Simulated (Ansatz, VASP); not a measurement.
# One calculation of Au, two programs

The input INCAR:

```
PREC = Accurate ; ENCUT = 520
EDIFF = 1E-6 ; ISMEAR = -1
SIGMA = 0.05 ; LREAL = F
LASPH = T ; NELM = 100
ALGO = Normal ; ISIF = 2
LWAVE = F ; LCHARG = F
GGA = PS ; NBANDS = 18
```

Contents of KPOINTS:

```
regular mesh
0
Gamma
  6 6 3
```

Contents of POSCAR:

```
Au
1.0
    2.9000000000      0.0000000000      0.0000000000
   -1.4500000000      2.5114736710      0.0000000000
    0.0000000000      0.0000000000      4.8800000000
Au
2
Direct
    0.6666666667      0.3333333333      0.2500000000
    0.3333333333      0.6666666667      0.7500000000
```

File input.yaml:

```yaml
crystal:
  lattice:
    - [2.9, 0.0, 0.0]
    - [-1.45, 2.511473671, 0.0]
    - [0.0, 0.0, 4.88]
  atoms:
    - { symbol: Au, position: [0.6666666667, 0.3333333333, 0.25] }
    - { symbol: Au, position: [0.3333333333, 0.6666666667, 0.75] }
hamiltonian:
  xc: pbesol
  pseudopotentials: { kind: paw }
kpoints:
  mp_grid: { grid: [6, 6, 3] }
  band_path:
    path:
      - [[0.0, 0.0, 0.0], [0.5, 0.0, 0.0], [0.3333333333, 0.3333333333, 0.0], [0.0, 0.0, 0.0], [0.0, 0.0, 0.5], [0.5, 0.0, 0.5], [0.3333333333, 0.3333333333, 0.5], [0.0, 0.0, 0.5]]
      - [[0.5, 0.0, 0.5], [0.5, 0.0, 0.0]]
      - [[0.3333333333, 0.3333333333, 0.0], [0.3333333333, 0.3333333333, 0.5]]
    npoints: 14
scf:
  occupations: { method: fermi_dirac, width: 0.05 }
  n_extra_bands: 6
output:
  forces: true
  stress: true
  eigenvalues: true
  fatbands: false
```

Alike in both runs: functional PBEsol; k mesh 6 × 6 × 3; occupations fermi-dirac, width 0.05 eV; no spin polarisation.

|  | VASP | Ansatz |
| --- | --- | --- |
| version | VASP 6.6.1 | Ansatz 0.2.0 |
| potentials or method | VASP PAW PBE potentials, release 64 (Au) | Ansatz PAW |
| plane-wave cutoff (eV) | 520 | 420 |
| valence electrons in the cell | 22 | 38 |
| task | single point | band structure |

```csv
,VASP,Ansatz,Ansatz less VASP
gap on the k mesh at the Fermi level (eV),none,none,-
pressure (GPa),-6.2,-6.0,+0.14
"traceless stress, the component that is largest in VASP (GPa)",3.26,3.25,-0.014
```

VASP's potentials were made for PBE, not for PBEsol. A gap of «none» marks a metal or a gap that the smearing closes. VASP's potentials hold 22 valence electrons a cell and Ansatz's 38, so a difference there can come from the potentials and not from the codes.

The k mesh is coarse, so the values compare programs but aren't converged. Neither program's run includes spin-orbit coupling.
